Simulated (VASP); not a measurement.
# H4C10F in VASP: further runs

The runs below take H4C10F through single point, with LDA.

Everything below comes from runs of VASP 6.6.1. Logs are shortened: lines on timing, memory, paths and dates and some standing lists are left out, and cuts for length are marked.

## Step 1: The cell of the first run

The cell holds a slab with vacuum, 30 atoms: a = 5.049 Å, b = 5.049 Å, c = 17.165 Å, α = 90.00°, β = 90.00°, γ = 90.00°.

## Step 2: Single point, LDA

File INCAR:

```
PREC     = Accurate       # precision mode
ENCUT    = 520            # plane-wave cutoff, eV
EDIFF    = 1E-6           # SCF threshold, eV
ISMEAR   = -1             # smearing method
SIGMA    = 0.05           # smearing width, eV
LREAL    = Auto         
LASPH    = T              # aspherical terms in the spheres
NELM     = 60             # most SCF steps
ALGO     = Normal         # electronic algorithm
ISIF     = 2              # what is computed and relaxed
LWAVE    = F              # write WAVECAR
LCHARG   = T              # write CHGCAR
LELF     = T              # ELF
LVHAR    = T            
NBANDS   = 72             # bands
```

File KPOINTS:

```
regular mesh
0
Gamma
  2 2 1
```

File POSCAR:

```
H4C10F
1.0
    5.0487420000      0.0000000000      0.0000000000
    0.0000000000      5.0487420000      0.0000000000
    0.0000000000      0.0000000000     17.1647000000
H C F
8 20 2
Direct
    0.4277897346      0.0000000000      0.0582591015
    0.0722160095      0.0000000000      0.0582591015
    0.9277954786      0.0000000000      0.0582591015
    0.5722217535      0.0000000000      0.0582591015
    0.4277897346      0.5000057440      0.0582591015
    0.0722160095      0.5000057440      0.0582591015
    0.9277954786      0.5000057440      0.0582591015
    0.5722217535      0.5000057440      0.0582591015
    0.2500028720      0.0000000000      0.0952361533
    0.7500086160      0.0000000000      0.0952361533
    0.2500028720      0.5000057440      0.0952361533
    0.7500086160      0.5000057440      0.0952361533
    0.2500028720      0.2500028720      0.1472324014
    0.7500086160      0.2500028720      0.1472324014
    0.2500028720      0.7500086160      0.1472324014
    0.7500086160      0.7500086160      0.1472324014
    0.0120822177      0.2562618569      0.1952903342
    0.4990748190      0.2354645969      0.1940552413
   -0.0107551545      0.7578917679      0.2019143941
    0.4875471949      0.7549999584      0.2040058958
    0.0072889445      0.0209953291      0.2498907642
    0.5072748815      0.0062985987      0.2483876794
   -0.0057440051      0.5069183571      0.2540096827
    0.4907361081      0.4867351114      0.2524425128
    0.2580840930      0.0868929329      0.2931015398
    0.7544849786      0.0986582400      0.2963057904
    0.2378810405      0.4000204407      0.2929791957
    0.7396297929      0.4082006963      0.2878174393
    0.2697503655     -0.0004357521      0.3677256229
    0.7615362401      0.0173112431      0.3707084889
```

Potentials or basis: VASP PAW LDA potentials, release 64 (H, C, F).

On the command line:

```sh
> cat potpaw_LDA.64/H/POTCAR potpaw_LDA.64/C/POTCAR potpaw_LDA.64/F/POTCAR > POTCAR
> mpirun -np 1 vasp_std > vasp.out
```

OUTCAR:

```text
PREC = Accurate
   ENCUT = 520
   EDIFF = 1E-6
   ISMEAR = -1
   LREAL = Auto
   LASPH = T
   NELM = 60
   ISIF = 2

 ion  position               nearest neighbor table
   1  0.428  0.000  0.058-   4 0.73   9 1.10
   2  0.072  0.000  0.058-   3 0.73   9 1.10
   3  0.928  0.000  0.058-   2 0.73  10 1.10
   4  0.572  0.000  0.058-   1 0.73  10 1.10
   5  0.428  0.500  0.058-   8 0.73  11 1.10
   6  0.072  0.500  0.058-   7 0.73  11 1.10
   7  0.928  0.500  0.058-   6 0.73  12 1.10
   8  0.572  0.500  0.058-   5 0.73  12 1.10
   9  0.250  0.000  0.095-   2 1.10   1 1.10  15 1.55  13 1.55
  10  0.750  0.000  0.095-   4 1.10   3 1.10  16 1.55  14 1.55
  11  0.250  0.500  0.095-   6 1.10   5 1.10  13 1.55  15 1.55
  12  0.750  0.500  0.095-   8 1.10   7 1.10  14 1.55  16 1.55
  13  0.250  0.250  0.147-  17 1.46  18 1.49  11 1.55   9 1.55
  14  0.750  0.250  0.147-  18 1.50  12 1.55  10 1.55  17 1.56
[... 10 lines left out ...]
  25  0.258  0.087  0.293-  29 1.36  21 1.50  22 1.53  27 1.58
  26  0.754  0.099  0.296-  30 1.34  21 1.55  22 1.57  28 1.57
  27  0.238  0.400  0.293-  23 1.50  24 1.52  25 1.58
  28  0.740  0.408  0.288-  24 1.45  23 1.50  26 1.57
  29  0.270  1.000  0.368-  25 1.36
  30  0.762  0.017  0.371-  26 1.34

  LATTYP: Found a simple tetragonal cell.
 ALAT       =     5.0487420000
 C/A-ratio  =     3.3997974149

  Lattice vectors:

 A1 = (   5.0487420000,   0.0000000000,   0.0000000000)
 A2 = (   0.0000000000,   5.0487420000,   0.0000000000)
 A3 = (   0.0000000000,   0.0000000000,  17.1647000000)

Analysis of symmetry for initial positions (statically):
=====================================================================
 Subroutine PRICEL returns:
 Original cell was already a primitive cell.

 Routine SETGRP: Setting up the symmetry group for a
 simple tetragonal supercell.

 Subroutine GETGRP returns: Found  1 space group operations
 (whereof  1 operations were pure point group operations)
 out of a pool of 16 trial point group operations.

The static configuration has the point symmetry C_1 .

Analysis of symmetry for dynamics (positions and initial velocities):
=====================================================================
 Subroutine PRICEL returns:
 Original cell was already a primitive cell.

 Routine SETGRP: Setting up the symmetry group for a
 simple tetragonal supercell.

 Subroutine GETGRP returns: Found  1 space group operations
 (whereof  1 operations were pure point group operations)
 out of a pool of 16 trial point group operations.

The dynamic configuration has the point symmetry C_1 .

 Subroutine INISYM returns: Found  1 space group operations
 (whereof  1 operations are pure point group operations),
 and found     1 'primitive' translations

----------------------------------------------------------------------------------------

                                     Primitive cell

  volume of cell :     437.5247

  direct lattice vectors                    reciprocal lattice vectors
     5.048742000  0.000000000  0.000000000     0.198069143  0.000000000  0.000000000
     0.000000000  5.048742000  0.000000000     0.000000000  0.198069143  0.000000000
     0.000000000  0.000000000 17.164700000     0.000000000  0.000000000  0.058259102

  length of vectors
     5.048742000  5.048742000 17.164700000     0.198069143  0.198069143  0.058259102

  position of ions in fractional coordinates (direct lattice)
     0.427789735  0.000000000  0.058259101
     0.072216010  0.000000000  0.058259101
     0.927795479  0.000000000  0.058259101
     0.572221754  0.000000000  0.058259101
     0.427789735  0.500005744  0.058259101
     0.072216010  0.500005744  0.058259101
[... 22 lines left out ...]
     0.269750366  0.999564248  0.367725623
     0.761536240  0.017311243  0.370708489

  ion indices of the primitive-cell ions
   primitive index   ion index
                 1           1
                 2           2
                 3           3
                 4           4
                 5           5
                 6           6
[... 22 lines left out ...]
                29          29
                30          30

----------------------------------------------------------------------------------------

 KPOINTS: regular mesh

Automatic generation of k-mesh.
 Grid dimensions read from file:
 generate k-points for:    2    2    1

 Generating k-lattice:

  Cartesian coordinates                     Fractional coordinates (reciprocal lattice)
     0.099034571  0.000000000  0.000000000     0.500000000  0.000000000  0.000000000
     0.000000000  0.099034571  0.000000000     0.000000000  0.500000000  0.000000000
     0.000000000  0.000000000  0.058259102     0.000000000  0.000000000  1.000000000

  Length of vectors
     0.099034571  0.099034571  0.058259102

  Shift w.r.t. Gamma in fractional coordinates (k-lattice)
     0.000000000  0.000000000  0.000000000

 Subroutine IBZKPT returns following result:
 ===========================================

 Found      4 irreducible k-points:

 Following reciprocal coordinates:
            Coordinates               Weight
  0.000000  0.000000  0.000000      1.000000
  0.500000  0.000000  0.000000      1.000000
  0.000000  0.500000  0.000000      1.000000
  0.500000  0.500000  0.000000      1.000000
   k-points           NKPTS =      4   k-points in BZ     NKDIM =      4   number of bands    NBANDS=     72
   number of dos      NEDOS =    301   number of ions     NIONS =     30
   total plane-waves  NPLWV = 204800
   dimension x,y,z NGX =    40 NGY =   40 NGZ =  128
   dimension x,y,z NGXF=    80 NGYF=   80 NGZF=  256
   ions per type =               8  20   2
   NGX,Y,Z   is equivalent  to a cutoff of  13.17, 13.17, 12.40 a.u.
   NGXF,Y,Z  is equivalent  to a cutoff of  26.34, 26.34, 24.79 a.u.
 SYSTEM =  unknown system
   PREC   = accura    normal or accurate (medium, high low for compatibility)
   ISTART =      0    job   : 0-new  1-cont  2-samecut
   ICHARG =      2    charge: 1-file 2-atom 10-const
   ISPIN  =      1    spin polarized calculation?
   LNONCOLLINEAR =      F non collinear calculations
   LSORBIT =      F    spin-orbit coupling
   LASPH  =      T    aspherical Exc in radial PAW
   ENCUT  =  520.0 eV  38.22 Ry    6.18 a.u.   9.39  9.39 31.91*2*pi/ulx,y,z
   NELM   =     60;   NELMIN=  2; NELMDL= -5     # of ELM steps
   EDIFF  = 0.1E-05   stopping-criterion for ELM
   LREAL  =      T    real-space projection
   EDIFFG = 0.1E-04   stopping-criterion for IOM
   NSW    =      0    number of steps for IOM
   IBRION =     -1    ionic relax: 0-MD 1-quasi-New 2-CG
   NFREE  =      0    steps in history (QN), initial steepest desc. (CG)
   ISIF   =      2    stress and relaxation
   ISYM   =      2    0-nonsym 1-usesym 2-fastsym
   POTIM  = 0.5000    time-step for ionic-motion
   TEBEG  =    0.0;   TEEND  =   0.0 temperature during run
   PSTRESS=    0.0 pullay stress
   NELECT =     102.0000    total number of electrons
   NUPDOWN=      -1.0000    fix difference up-down
   EMIN   =  10.00;   EMAX   =-10.00  energy-range for DOS
   EFERMI =   0.00;   METHOD = LEGACY
   ISMEAR =    -1;   SIGMA  =   0.05  broadening in eV -4-tet -1-fermi 0-gaus
   EFERMI_NEDOS =   21; number of points for ismear=-14 and -15
   IALGO  =     38    algorithm
   IMIX   =      4    mixing-type and parameters
     AMIX     =   0.40;   BMIX     =  1.00
     AMIX_MAG =   1.60;   BMIX_MAG =  1.00
  volume/ion in A,a.u.               =      14.58        98.42
  Fermi-wavevector in a.u.,A,eV,Ry     =   1.007567  1.904026 13.812522  1.015192
  Thomas-Fermi vector in A             =   2.140380
   LORBIT       =      0    0 simple, 1 ext, 2 COOP (PROOUT), +10 PAW based schemes
   GGA     = CA    functional components
   LHFCALC =     F    Hartree Fock is set to
   AEXX    =    0.0000 exact exchange contribution
   IVDW    =     0    specifies the selected vdW correction
   LEPSILON=     F    determine dielectric tensor
   LRPA    =     F    only Hartree local field effects (RPA)
 non-spin polarized calculation
  energy-cutoff  :      520.00
  volume of cell :      437.52
 maximum number of plane-waves:     11843
 NGX is ok and might be reduce to    40
   NGX = 19   NGY = 19   NGZ = 63

 number of electron     101.9999993 magnetization

 Free energy of the ion-electron system (eV)
  ---------------------------------------------------
  ext. energy  EPLUGINS =         0.00000000
  ---------------------------------------------------
  free energy    TOTEN  =      -219.31218957 eV

  energy without entropy =     -219.26374198  energy(sigma->0) =     -219.28796577

 E-fermi :   0.4470     XC(G=0):  -5.3080

 val. band max:        0.4301117052   @ k =   0.5000   0.0000   0.0000
 cond. band min:       0.5071322227   @ k =   0.5000   0.5000   0.0000
 fundamental gap:      0.0770205175
 Fermi energy:         0.4470251616

 k-point     1 :       0.0000    0.0000    0.0000
  band No.  band energies     occupation
      1     -26.0293      2.00000
      2     -25.3977      2.00000
      3     -21.5639      2.00000
      4     -19.0818      2.00000
      5     -17.5083      2.00000
      6     -17.0619      2.00000
[... 55 lines left out ...]
     62       5.3312      0.00000
     63       5.6193      0.00000

 k-point     2 :       0.5000    0.0000    0.0000
  band No.  band energies     occupation
      1     -25.8682      2.00000
      2     -25.5769      2.00000
      3     -20.5401      2.00000
      4     -20.3562      2.00000
      5     -18.0092      2.00000
      6     -17.9511      2.00000
[... 55 lines left out ...]
     62       5.7820      0.00000
     63       6.1148      0.00000

 k-point     3 :       0.0000    0.5000    0.0000
  band No.  band energies     occupation
      1     -26.0255      2.00000
      2     -25.3965      2.00000
      3     -21.0040      2.00000
      4     -19.7067      2.00000
      5     -18.3352      2.00000
      6     -17.1793      2.00000
[... 55 lines left out ...]
     62       5.8430      0.00000
     63       5.9878      0.00000

 k-point     4 :       0.5000    0.5000    0.0000
  band No.  band energies     occupation
      1     -25.8663      2.00000
      2     -25.5744      2.00000
      3     -20.0189      2.00000
      4     -19.7839      2.00000
      5     -18.5994      2.00000
      6     -18.5517      2.00000
[... 55 lines left out ...]
     62       6.1506      0.00000
     63       6.7680      0.00000
 [bands above 63 left out]

------------------------ aborting loop because EDIFF is reached ----------------------------------------

  FORCE on cell =-STRESS in cart. coord.  units (eV):
  Direction    XX          YY          ZZ          XY          YZ          ZX
  --------------------------------------------------------------------------------------
  -------------------------------------------------------------------------------------
  Total       65.0661969    -11.4202576     -0.6948120      1.3837690     -1.3956033      0.4028038
  in kB      238.2667452    -41.8199886     -2.5443411      5.0672416     -5.1105777      1.4750325
  external PRESSURE =      64.6341385 kB  Pullay stress =       0.0000000 kB

 VOLUME and BASIS-vectors are now :
 -----------------------------------------------------------------------------
  energy-cutoff  :      520.00
  volume of cell :      437.52
      direct lattice vectors                 reciprocal lattice vectors
     5.048742000  0.000000000  0.000000000     0.198069143  0.000000000  0.000000000
     0.000000000  5.048742000  0.000000000     0.000000000  0.198069143  0.000000000
     0.000000000  0.000000000 17.164700000     0.000000000  0.000000000  0.058259102

 POSITION                                       TOTAL-FORCE (eV/Angst)
 -----------------------------------------------------------------------------------
      2.15980      0.00000      1.00000        -8.990745      0.028149      0.081316
      0.36460      0.00000      1.00000         9.033274     -0.064030      0.022696
      4.68420      0.00000      1.00000        -9.035729     -0.067963      0.025997
      2.88900      0.00000      1.00000         9.028339     -0.003984      0.051783
      2.15980      2.52440      1.00000        -9.031302      0.043463      0.063485
      0.36460      2.52440      1.00000         9.033301      0.028886      0.119854
[... 22 lines left out ...]
      1.36190      5.04654      6.31190        -0.243313     -0.772025      0.666446
      3.84480      0.08740      6.36310        -0.044949     -0.499625      0.640567
 -----------------------------------------------------------------------------------
    total drift:                               -0.013541     -0.026915     -0.046925

  FREE ENERGIE OF THE ION-ELECTRON SYSTEM (eV)
  ---------------------------------------------------
  free  energy   TOTEN  =      -219.3121895697 eV

  energy  without entropy=     -219.2637419784  energy(sigma->0) =     -219.28796577
```

Wall time 9.8 min (1 thread of Oxide Virtual Turin-like, shared host); peak memory 0.36 GiB.

What came out:

```yaml
Free_energy: -219.3122 eV
Largest_force: 9.074 eV/Å
Band_gap_on_the_k_mesh: zero (bands 51 and 52 overlap by 0.08 eV)
```

Forces on the atoms (eV/Å):
```
H   -8.991  0.028  0.081
H    9.033 -0.064  0.023
H   -9.036 -0.068  0.026
H    9.028 -0.004  0.052
H   -9.031  0.043  0.063
H    9.033  0.029  0.120
H   -9.074  0.003  0.076
H    9.051  0.086  0.054
C   -0.303 -0.253  1.261
C    0.199 -0.155  1.361
C    0.309  0.194  1.523
C   -0.136  0.086  1.572
C    0.865  0.020 -3.750
C    0.681  0.049 -3.239
C   -1.008  0.378  0.143
C   -1.085  0.143  0.074
C   -2.525 -0.572 -0.342
C    0.891  2.011 -0.940
C    1.742 -0.112  0.364
C    1.803 -2.280 -1.231
C   -0.984 -0.484 -0.256
C   -0.928  1.547  1.373
C   -0.964 -1.904  0.049
C   -0.650  0.230 -0.357
C   -0.790  0.951  1.482
C    0.208  0.391 -0.642
C    1.784  0.828 -0.756
C    1.168  0.149  0.510
F   -0.243 -0.772  0.666
F   -0.045 -0.500  0.641
```

Caveat: the k points lie up to 0.62 Å⁻¹ apart; the atoms stand as in a frame of molecular dynamics; there is no dipole correction, which matters where the two faces differ.

## Step 3: Single point, LDA

File INCAR:

```
SYSTEM = H4C10F
PREC     = Accurate       ! precision mode
ENCUT    = 520            ! plane-wave cutoff, eV
EDIFF    = 1E-7           ! SCF threshold, eV
ISMEAR   = -1             ! smearing method
SIGMA    = 0.05           ! smearing width, eV
LREAL    = Auto         
LASPH    = .TRUE.         ! aspherical terms in the spheres
NELM     = 60             ! most SCF steps
ALGO     = Normal         ! electronic algorithm
ISIF     = 2              ! what is computed and relaxed
LWAVE    = .FALSE.        ! write WAVECAR
LCHARG   = .FALSE.        ! write CHGCAR
NBANDS   = 72             ! bands
```

File KPOINTS:

```
Automatic mesh
0
G
  2 2 1
  0 0 0
```

File POSCAR:

```
H4C10F
1.0
    5.0487420000      0.0000000000      0.0000000000
    0.0000000000      5.0487420000      0.0000000000
    0.0000000000      0.0000000000     17.1647000000
H C F
8 20 2
Direct
    0.4277897346      0.0000000000      0.0582591015
    0.0722160095      0.0000000000      0.0582591015
    0.9277954786      0.0000000000      0.0582591015
    0.5722217535      0.0000000000      0.0582591015
    0.4277897346      0.5000057440      0.0582591015
    0.0722160095      0.5000057440      0.0582591015
    0.9277954786      0.5000057440      0.0582591015
    0.5722217535      0.5000057440      0.0582591015
    0.2500028720      0.0000000000      0.0952361533
    0.7500086160      0.0000000000      0.0952361533
    0.2500028720      0.5000057440      0.0952361533
    0.7500086160      0.5000057440      0.0952361533
    0.2500028720      0.2500028720      0.1472324014
    0.7500086160      0.2500028720      0.1472324014
    0.2500028720      0.7500086160      0.1472324014
    0.7500086160      0.7500086160      0.1472324014
   -0.0036246653      0.2448134605      0.1954126783
    0.5015308764      0.2509536039      0.1968808077
    0.0032087201      0.7501670713      0.2032135720
    0.5033531125      0.7420462365      0.2048215232
    0.0020995329      0.0082792902      0.2496926832
    0.5113352990      0.0005347867      0.2554195529
    0.0026343196      0.4872500912      0.2558623221
    0.5041453891      0.4835263913      0.2570915891
    0.2607580265      0.0842388064      0.2999236806
    0.7581492578      0.0791682364      0.3007160044
    0.2568758713      0.3943358563      0.2940569891
    0.7439675072      0.3924541995      0.2907420462
    0.2334244848      0.0052884461      0.3767091764
    0.7354703409     -0.0355137973      0.3722465292
```

Potentials or basis: VASP PAW LDA potentials, release 64 (H, C, F).

On the command line:

```sh
> cat potpaw_LDA.64/H/POTCAR potpaw_LDA.64/C/POTCAR potpaw_LDA.64/F/POTCAR > POTCAR
> mpirun -np 1 vasp_std > vasp.out
```

It took 10 min on 1 thread of Oxide Virtual Turin-like, shared host; peak memory 0.36 GiB.

Results (log left out):

- Free energy: -219.4050 eV
- Largest force: 9.048 eV/Å
- Band gap on the k mesh: zero (bands 51 and 52 overlap by 0.17 eV)

Forces in eV/Å, atoms in the order of the input:
```
H   -9.025 -0.033  0.046
H    9.019 -0.057  0.076
H   -9.018 -0.034  0.094
H    9.025 -0.047  0.044
H   -9.042  0.028  0.072
H    9.025  0.023  0.068
H   -9.047  0.024  0.056
H    9.042  0.019  0.075
C    0.250 -0.132  1.683
C   -0.258 -0.168  1.654
C    0.020  0.108  1.567
C    0.069  0.155  1.467
C    0.015 -0.019 -2.333
C   -0.273  0.088 -2.712
C    0.332 -0.461  0.864
C    0.208 -0.592  0.736
C    0.801  0.203 -0.203
C   -0.342 -2.030 -0.516
C   -0.324 -0.639 -0.051
C    0.033  0.788 -0.074
C    0.952  0.421  1.633
C   -1.017  1.148 -1.600
C   -0.271 -0.740 -0.843
C   -1.078  0.634 -1.636
C   -1.218  0.615 -0.172
C   -0.894  0.254 -1.300
C   -1.096  0.334  0.054
C    3.102  0.147  1.669
F    0.300 -0.312 -0.664
F    0.711  0.274  0.245
```

Levels at points of the mesh, in eV from the Fermi level:
| k point | band 48 | band 49 | band 50 | band 51 | band 52 | band 53 | band 54 | band 55 |
| --- | --- | --- | --- | --- | --- | --- | --- | --- |
| (0.00, 0.00, 0.00) | -2.79 | -1.24 | -0.95 | -0.72 | 0.07 | 1.85 | 3.06 | 3.18 |
| (0.50, 0.00, 0.00) | -3.18 | -2.92 | -2.87 | -0.15 | -0.06 | 2.97 | 2.97 | 3.77 |
| (0.00, 0.50, 0.00) | -2.71 | -0.98 | -0.69 | -0.65 | 0.27 | 2.52 | 2.59 | 2.87 |
| (0.50, 0.50, 0.00) | -3.75 | -3.45 | -3.32 | 0.11 | 0.25 | 3.49 | 3.53 | 3.58 |

Caveat: the k points lie up to 0.62 Å⁻¹ apart; the atoms stand as in a frame of molecular dynamics; there is no dipole correction, which matters where the two faces differ.

The gap in the log of VASP goes by the Fermi energy; the results here count the filled bands.